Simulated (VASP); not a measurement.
Wanted: the native input for a VASP 6.6.1 run.

```yaml
Task: single point
Functional: PBEsol
Potentials_or_basis: VASP PAW PBE potentials, release 64 (Lu, H)
Cutoff: 520 eV
k_mesh: 12 × 12 × 12
Occupations: gaussian, width 0.05 eV
Spin: no spin polarisation
Dipole_correction: no
Further_INCAR_settings: ALGO = Normal; EDIFF = 1e-06; NBANDS = 20
```

The structure of LuH2 lies in POSCAR:

```
LuH2
1.0
    0.0000000000      2.4791671951      2.4791671951
    2.4791671951      0.0000000000      2.4791671951
    2.4791671951      2.4791671951      0.0000000000
Lu H
1 2
Direct
    0.0000000000      0.0000000000      0.0000000000
    0.2500000000      0.2500000000      0.2500000000
    0.7500000000      0.7500000000      0.7500000000
```

These files were run (other wordings do the same):

INCAR

```
PREC     = Accurate       # precision mode
ENCUT    = 520            # plane-wave cutoff, eV
EDIFF    = 1E-6           # SCF threshold, eV
ISMEAR   = 0              # smearing method
SIGMA    = 0.05           # smearing width, eV
LREAL    = F              # projectors in reciprocal space
LASPH    = T              # aspherical terms in the spheres
NELM     = 60             # most SCF steps
ALGO     = Normal         # electronic algorithm
ISIF     = 2              # what is computed and relaxed
LWAVE    = F              # write WAVECAR
LCHARG   = T              # write CHGCAR
GGA      = PS             # functional
LELF     = T              # ELF
LVHAR    = T            
NBANDS   = 20             # bands
```

KPOINTS

```
Automatic mesh
0
Gamma
  12 12 12
```

Potentials or basis: VASP PAW PBE potentials, release 64 (Lu, H).

The run is started by

```bash
$ cat potpaw_PBE.64/Lu/POTCAR potpaw_PBE.64/H/POTCAR > POTCAR
$ mpirun -np 1 vasp_std > vasp.out
```

Results of the run:

| Item | Value |
| --- | --- |
| Pressure | 0.3 GPa |

Caveat: the PAW data sets were made with another functional, which shifts forces and pressure a little.

Run time: 48 s on 1 thread of AMD EPYC 7R13 Processor (Zen 3), with other jobs on the host, peak memory 0.17 GiB.
